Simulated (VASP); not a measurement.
Wanted: the native input for a VASP 6.6.1 run.

| Property | Result |
| --- | --- |
| Task | single point |
| Functional | LDA |
| Potentials or basis | VASP PAW LDA potentials, release 64 (Li_sv) |
| Cutoff | 520 eV |
| k mesh | 14 × 14 × 14 |
| Occupations | fermi-dirac, width 0.1 eV |
| Spin | no spin polarisation |
| Dipole correction | no |
| Further INCAR settings | ALGO = Normal; EDIFF = 1e-07; NBANDS = 8 |

The structure of Li lies in POSCAR:

```
Li
1.0
    0.0000000000      2.0889131330      2.0889131330
    2.0889131330      0.0000000000      2.0889131330
    2.0889131330      2.0889131330      0.0000000000
Li
1
Direct
    0.0000000000      0.0000000000      0.0000000000
```

This cell differs from its parent crystal: volume scaled by 0.96.

These files were run (other wordings do the same):

INCAR

```
PREC     = Accurate       # precision mode
ENCUT    = 520            # plane-wave cutoff, eV
EDIFF    = 1E-7           # SCF threshold, eV
ISMEAR   = -1             # smearing method
SIGMA    = 0.1            # smearing width, eV
LREAL    = F              # projectors in reciprocal space
LASPH    = T              # aspherical terms in the spheres
NELM     = 100            # most SCF steps
ALGO     = Normal         # electronic algorithm
ISIF     = 2              # what is computed and relaxed
LWAVE    = F              # write WAVECAR
LCHARG   = F              # write CHGCAR
GGA      = CA             # functional
NBANDS   = 8              # bands
```

KPOINTS

```
regular mesh
0
Gamma
  14 14 14
```

Potentials or basis: VASP PAW LDA potentials, release 64 (Li_sv).

Launch:

```console
$ cat potpaw_LDA.64/Li_sv/POTCAR > POTCAR
$ mpirun -np 1 vasp_std > vasp.out
```

Run time: 7.3 s on 1 thread of Intel(R) Xeon(R) Platinum 8259CL CPU @ 2.50GHz (Skylake/Cascade Lake), on a shared host, peak memory 0.12 GiB.
